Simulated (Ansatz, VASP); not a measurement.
BeS: VASP beside Ansatz

Contents of INCAR:

```
SYSTEM = BeS
PREC = Accurate
ENCUT = 520
EDIFF = 1E-6
ISMEAR = -1
SIGMA = 0.08
LREAL = .FALSE.
LASPH = .TRUE.
NELM = 100
ALGO = Normal
ISIF = 2
LWAVE = .FALSE.
LCHARG = .FALSE.
GGA = PE
NBANDS = 16
```

KPOINTS

```
Automatic mesh
0
G
  12 12 7
  0 0 0
```

File POSCAR:

```
BeS
1.0
    3.2596287706      0.0000000000      0.0000000000
   -1.6298143853      2.8229213223      0.0000000000
    0.0000000000      0.0000000000      5.9162253428
S Be
2 2
Direct
    0.0000000000      0.0000000000      0.0000000000
    0.0000000000      0.0000000000      0.5000000000
    0.3333333333      0.6666666667      0.2500000000
    0.6666666667      0.3333333333      0.7500000000
```

Input for Ansatz:

```yaml
crystal:
  lattice:
    - [3.2596287706, 0.0, 0.0]
    - [-1.6298143853, 2.8229213223, 0.0]
    - [0.0, 0.0, 5.9162253428]
  atoms:
    - { symbol: S, position: [0.0, 0.0, 0.0] }
    - { symbol: S, position: [0.0, 0.0, 0.5] }
    - { symbol: Be, position: [0.3333333333, 0.6666666667, 0.25] }
    - { symbol: Be, position: [0.6666666667, 0.3333333333, 0.75] }
kpoints:
  mp_grid: { grid: [12, 12, 7] }
scf:
  occupations: { method: fermi_dirac, width: 0.08 }
hamiltonian:
  xc: pbe
  pseudopotentials: { kind: all_electron, lapw: { basis_error: 0.0005 } }
output:
  forces: true
  stress: true
  eigenvalues: true
  populations: true
```

Alike in both runs: task single point; functional PBE; k mesh 12 × 12 × 7; occupations fermi-dirac, width 0.08 eV; no spin polarisation.

|  | VASP | Ansatz |
| --- | --- | --- |
| version | VASP 6.6.1 | Ansatz 0.2.0 |
| potentials or method | VASP PAW PBE potentials, release 64 (S, Be), cutoff 520 eV | all-electron LAPW, scalar-relativistic |

|  | VASP | Ansatz | Ansatz less VASP |
| --- | --- | --- | --- |
| pressure (GPa) | -3.0 | -2.9 | +0.09 |

Ansatz ran all-electron here, and VASP with PAW potentials.
